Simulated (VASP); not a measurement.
A run of VASP 6.6.1 is set up as follows.

Contents of INCAR:

```
ALGO = Normal ; EDIFF = 1E-6
ENCUT = 520 ; GGA = PE
ISIF = 2 ; ISMEAR = -1
LASPH = T ; LCHARG = F
LREAL = F ; LWAVE = F
NBANDS = 20 ; NELM = 100
PREC = Accurate ; SIGMA = 0.08
```

The input KPOINTS:

```
k-points
0
Gamma
  4 4 6
```

POSCAR

```
Cs
1.0
    7.4493316905      0.0000000000      0.0000000000
   -3.7246658452      6.4513104852      0.0000000000
    0.0000000000      0.0000000000      4.4304345688
Cs
3
Direct
    0.0000000000      0.0000000000      0.0000000000
    0.3333333333      0.6666666667      0.5000000000
    0.6666666667      0.3333333333      0.5000000000
```

Potentials or basis: VASP PAW PBE potentials, release 64 (Cs_sv).

Launch:

```console
$ cat potpaw_PBE.64/Cs_sv/POTCAR > POTCAR
$ mpirun -np 1 vasp_std > vasp.out
```

Problem. Estimate the band gap on the k mesh.

Solution. Zero (an odd number of electrons rules out a gap without spin polarisation).

Problem. Predict the pressure.

Solution. 2.1 GPa.

Caveat: spin-orbit coupling is left out, which moves the levels of the heavy elements.
